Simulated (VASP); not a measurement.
# PtSe2 (P4_2/mnm) in VASP: further runs, part 2 of 2

VASP 6.6.1.

## 4. Single point, r2SCAN (20.60 Å³/atom)

This run uses another cell than the first one, of 20.60 Å³/atom.

POSCAR reads:

```
PtSe2
1.0
    5.6291889515      0.0000000000      0.0000000000
    0.0000000000      5.6291889515      0.0000000000
    0.0000000000      0.0000000000      3.9000877298
Pt Se
2 4
Direct
    0.0000000000      0.0000000000      0.0000000000
    0.5000000000      0.5000000000      0.5000000000
    0.3092310864      0.3092310864      0.0000000000
    0.1907689136      0.8092310864      0.5000000000
    0.8092310864      0.1907689136      0.5000000000
    0.6907689136      0.6907689136      0.0000000000
```

INCAR.step1 reads:

```
PREC = Accurate
ENCUT = 520
ISMEAR = -1
SIGMA = 0.02
LREAL = False
LASPH = True
NELM = 60
NBANDS = 31
GGA = PE
ALGO = Normal
EDIFF = 1E-4
LWAVE = True
LCHARG = False
```

INCAR.step2 reads:

```
PREC = Accurate
ENCUT = 520
EDIFF = 1E-7
ISMEAR = -1
SIGMA = 0.02
LREAL = False
LASPH = True
NELM = 60
ALGO = Normal
ISIF = 2
LWAVE = False
LCHARG = True
METAGGA = R2SCAN
LMIXTAU = True
LELF = True
LVHAR = True
NBANDS = 31
ISTART = 1
```

KPOINTS reads:

```
Automatic mesh
0
Gamma
  4 4 6
```

The run is started by

```console
> cat potpaw_PBE.64/Pt/POTCAR potpaw_PBE.64/Se/POTCAR > POTCAR
> cp INCAR.step1 INCAR
> mpirun -np 1 vasp_std > vasp.out
> cp INCAR.step2 INCAR
> mpirun -np 1 vasp_std > vasp.out
```

Run time: 2.4 min. Hardware: 1 thread of Intel Xeon 6975P-C (Granite Rapids), shared host; peak memory 0.27 GiB.

The run converged. Its results:

```yaml
Free_energy: -160.6152 eV
Pressure: 7.6 GPa
Largest_force: 0.181 eV/Å
Band_gap_on_the_k_mesh: zero (bands 22 and 23 overlap by 0.41 eV)
```

Forces on the atoms (eV/Å):
```
Pt   0.000  0.000  0.000
Pt   0.000  0.000  0.000
Se  -0.128 -0.128  0.000
Se   0.128 -0.128  0.000
Se  -0.128  0.128  0.000
Se   0.128  0.128  0.000
```

Stress tensor (GPa, compression positive):
```
6.63 0.00 0.00
0.00 6.63 0.00
0.00 0.00 9.52
```

Levels at points of the mesh, in eV from the Fermi level:
| k point | band 20 | band 21 | band 22 | band 23 | band 24 | band 25 |
| --- | --- | --- | --- | --- | --- | --- |
| (0.00, 0.00, 0.00) | -0.73 | 0.25 | 0.25 | 0.55 | 2.72 | 2.88 |
| (0.50, 0.00, 0.00) | -1.34 | -0.59 | -0.59 | 2.46 | 2.46 | 2.52 |
| (0.50, 0.50, 0.00) | -1.19 | 0.06 | 0.06 | 0.39 | 0.39 | 2.70 |
| (0.00, 0.00, 0.50) | -1.06 | -0.04 | -0.04 | 0.39 | 0.39 | 1.02 |
| (0.50, 0.00, 0.50) | -1.31 | -1.02 | -1.02 | -0.04 | -0.04 | 3.78 |
| (0.50, 0.50, 0.50) | -0.36 | -0.16 | -0.16 | 1.24 | 1.24 | 1.24 |

Caveat: the cell stands under pressure; the structure was generated, so it needn't be the stable form of PtSe2; the PAW data sets were made with another functional, which shifts forces and pressure a little; spin-orbit coupling is left out, which moves the levels of the heavy elements.

## 5. Single point, r2SCAN (21.25 Å³/atom)

This run uses another cell than the first one, of 21.25 Å³/atom.

POSCAR: that of step 4 with these lines changed.

```diff
@@ -2,5 +2,5 @@
 1.0
-    5.6291889515      0.0000000000      0.0000000000
-    0.0000000000      5.6291889515      0.0000000000
-    0.0000000000      0.0000000000      3.9000877298
+    5.6884479268      0.0000000000      0.0000000000
+    0.0000000000      5.6884479268      0.0000000000
+    0.0000000000      0.0000000000      3.9411443019
 Pt Se
```

INCAR.step1 reads:

```
  ALGO = Normal
  EDIFF = 1E-4
  ENCUT = 520
  GGA = PE
  ISMEAR = -1
  LASPH = True
  LCHARG = False
  LREAL = False
  LWAVE = True
  NBANDS = 31
  NELM = 80
  PREC = Accurate
  SIGMA = 0.02
```

INCAR.step2 reads:

```
  ALGO = Normal
  EDIFF = 1E-6
  ENCUT = 520
  ISIF = 2
  ISMEAR = -1
  ISTART = 1
  LASPH = True
  LCHARG = True
  LELF = True
  LMIXTAU = True
  LREAL = False
  LVHAR = True
  LWAVE = False
  METAGGA = R2SCAN
  NBANDS = 31
  NELM = 80
  PREC = Accurate
  SIGMA = 0.02
```

KPOINTS reads:

```
k-points
0
Gamma
  4 4 6
```

The run is started by

```console
> cat potpaw_PBE.64/Pt/POTCAR potpaw_PBE.64/Se/POTCAR > POTCAR
> cp INCAR.step1 INCAR
> mpirun -np 1 vasp_std > vasp.out
> cp INCAR.step2 INCAR
> mpirun -np 1 vasp_std > vasp.out
```

Wall time 2.4 min (1 thread of Intel Xeon 6975P-C (Granite Rapids), shared host); peak memory 0.27 GiB.

Results (log left out):

```yaml
Free_energy: -160.7510 eV
Pressure: 3.5 GPa
Largest_force: 0.082 eV/Å
Band_gap_on_the_k_mesh: zero (bands 22 and 23 overlap by 0.39 eV)
```

Forces on the atoms (eV/Å):
```
Pt   0.000  0.000  0.000
Pt   0.000  0.000  0.000
Se  -0.058 -0.058  0.000
Se   0.058 -0.058  0.000
Se  -0.058  0.058  0.000
Se   0.058  0.058  0.000
```

Stress tensor (GPa, compression positive):
```
3.11 0.00 0.00
0.00 3.11 0.00
0.00 0.00 4.40
```

Levels at points of the mesh, in eV from the Fermi level:
| k point | band 18 | band 19 | band 20 | band 21 | band 22 | band 23 | band 24 | band 25 | band 26 | band 27 |
| --- | --- | --- | --- | --- | --- | --- | --- | --- | --- | --- |
| (0.00, 0.00, 0.00) | -1.54 | -0.95 | -0.68 | 0.24 | 0.24 | 0.53 | 2.62 | 2.77 | 2.77 | 4.19 |
| (0.50, 0.00, 0.00) | -1.78 | -1.29 | -1.29 | -0.55 | -0.55 | 2.39 | 2.39 | 2.41 | 2.41 | 5.43 |
| (0.50, 0.50, 0.00) | -2.35 | -1.13 | -1.13 | -0.01 | -0.01 | 0.37 | 0.37 | 2.61 | 2.61 | 5.97 |
| (0.00, 0.00, 0.50) | -2.67 | -1.00 | -1.00 | -0.03 | -0.03 | 0.37 | 0.37 | 0.97 | 0.97 | 5.15 |
| (0.50, 0.00, 0.50) | -3.36 | -1.31 | -1.31 | -0.95 | -0.95 | -0.02 | -0.02 | 3.64 | 3.64 | 7.18 |
| (0.50, 0.50, 0.50) | -2.48 | -0.33 | -0.33 | -0.14 | -0.14 | 1.17 | 1.17 | 1.20 | 1.20 | 4.87 |

Caveat: the cell stands under pressure; the structure was generated, so it needn't be the stable form of PtSe2; the PAW data sets were made with another functional, which shifts forces and pressure a little; spin-orbit coupling is left out, which moves the levels of the heavy elements.

## 6. Single point, r2SCAN

This run uses another cell than the first one, of 21.91 Å³/atom.

POSCAR: that of step 5 with these lines changed.

```diff
@@ -2,5 +2,5 @@
 1.0
-    5.6884479268      0.0000000000      0.0000000000
-    0.0000000000      5.6884479268      0.0000000000
-    0.0000000000      0.0000000000      3.9411443019
+    5.7464973231      0.0000000000      0.0000000000
+    0.0000000000      5.7464973231      0.0000000000
+    0.0000000000      0.0000000000      3.9813628379
 Pt Se
```

INCAR.step1 reads:

```
SYSTEM = PtSe2
PREC = Accurate ; ENCUT = 520
ISMEAR = -1 ; SIGMA = 0.02
LREAL = .False. ; LASPH = .True.
NELM = 100 ; NBANDS = 31
GGA = PE ; ALGO = Normal
EDIFF = 1E-4 ; LWAVE = .True.
LCHARG = .False.
```

INCAR.step2 reads:

```
SYSTEM = PtSe2
PREC = Accurate ; ENCUT = 520
EDIFF = 1E-6 ; ISMEAR = -1
SIGMA = 0.02 ; LREAL = .False.
LASPH = .True. ; NELM = 100
ALGO = Normal ; ISIF = 2
LWAVE = .False. ; LCHARG = .False.
METAGGA = R2SCAN ; LMIXTAU = .True.
NBANDS = 31 ; ISTART = 1
```

KPOINTS reads:

```
regular mesh
0
Gamma
  4 4 6
  0 0 0
```

Potentials or basis: VASP PAW PBE potentials, release 64 (Pt, Se).

The run is started by

```console
> cat potpaw_PBE.64/Pt/POTCAR potpaw_PBE.64/Se/POTCAR > POTCAR
> cp INCAR.step1 INCAR
> mpirun -np 1 vasp_std > vasp.out
> cp INCAR.step2 INCAR
> mpirun -np 1 vasp_std > vasp.out
```

Run time: 2.6 min. Hardware: 1 thread of Intel Xeon 6975P-C (Granite Rapids), shared host; peak memory 0.32 GiB.

It converged, with:

```
Free energy            : -160.7948 eV
Pressure               : 0.0 GPa
Band gap on the k mesh : zero (bands 22 and 23 overlap by 0.38 eV)
```

Forces on the atoms (eV/Å):
```
Pt   0.000  0.000  0.000
Pt   0.000  0.000  0.000
Se   0.002  0.002  0.000
Se  -0.002  0.002  0.000
Se   0.002 -0.002  0.000
Se  -0.002 -0.002  0.000
```

Levels at points of the mesh, in eV from the Fermi level:
| k point | band 18 | band 19 | band 20 | band 21 | band 22 | band 23 | band 24 | band 25 | band 26 | band 27 |
| --- | --- | --- | --- | --- | --- | --- | --- | --- | --- | --- |
| (0.00, 0.00, 0.00) | -1.54 | -0.92 | -0.64 | 0.23 | 0.23 | 0.51 | 2.52 | 2.67 | 2.67 | 3.97 |
| (0.50, 0.00, 0.00) | -1.71 | -1.24 | -1.24 | -0.52 | -0.52 | 2.29 | 2.29 | 2.31 | 2.31 | 5.39 |
| (0.50, 0.50, 0.00) | -2.26 | -1.08 | -1.08 | -0.08 | -0.08 | 0.36 | 0.36 | 2.52 | 2.52 | 5.84 |
| (0.00, 0.00, 0.50) | -2.56 | -0.94 | -0.94 | -0.02 | -0.02 | 0.35 | 0.35 | 0.92 | 0.92 | 5.13 |
| (0.50, 0.00, 0.50) | -3.20 | -1.31 | -1.31 | -0.90 | -0.90 | -0.01 | -0.01 | 3.50 | 3.50 | 6.99 |
| (0.50, 0.50, 0.50) | -2.36 | -0.30 | -0.30 | -0.13 | -0.13 | 1.09 | 1.09 | 1.16 | 1.16 | 4.78 |

Caveat: the structure was generated, so it needn't be the stable form of PtSe2; the PAW data sets were made with another functional, which shifts forces and pressure a little; spin-orbit coupling is left out, which moves the levels of the heavy elements.

## 7. Summary

```tsv
level	cell	gap on the mesh (eV)	pressure (GPa)	largest force (eV/Å)
PBE	a = 5.858, b = 5.858, c = 4.048 Å, 6 atoms, atomic positions A	none	-2.8	0.07
PBE	a = 5.915, b = 5.915, c = 4.087 Å, 6 atoms, atomic positions A	none	-5.1	0.14
r2SCAN	a = 5.629, b = 5.629, c = 3.900 Å, 6 atoms, atomic positions B	none	7.6	0.18
r2SCAN	a = 5.688, b = 5.688, c = 3.941 Å, 6 atoms, atomic positions B	none	3.5	0.08
r2SCAN	a = 5.746, b = 5.746, c = 3.981 Å, 6 atoms, atomic positions B	none	0.0	-
```

Alike in all rows: task single point; potentials or basis VASP PAW PBE potentials, release 64 (Pt, Se); no spin polarisation; k mesh 4 × 4 × 6; cutoff (eV) 520; smearing fermi-dirac 0.02 eV.

Caveats: the structure was generated, so it needn't be the stable form of PtSe2; spin-orbit coupling is left out, which moves the levels of the heavy elements; the PAW data sets were made with another functional, which shifts forces and pressure a little (at least some runs); the cell stands under pressure (at least some runs); the cell stands under tension (at least some runs).

Total energies depend on the potentials used, so only differences within one code and one set of settings carry meaning.
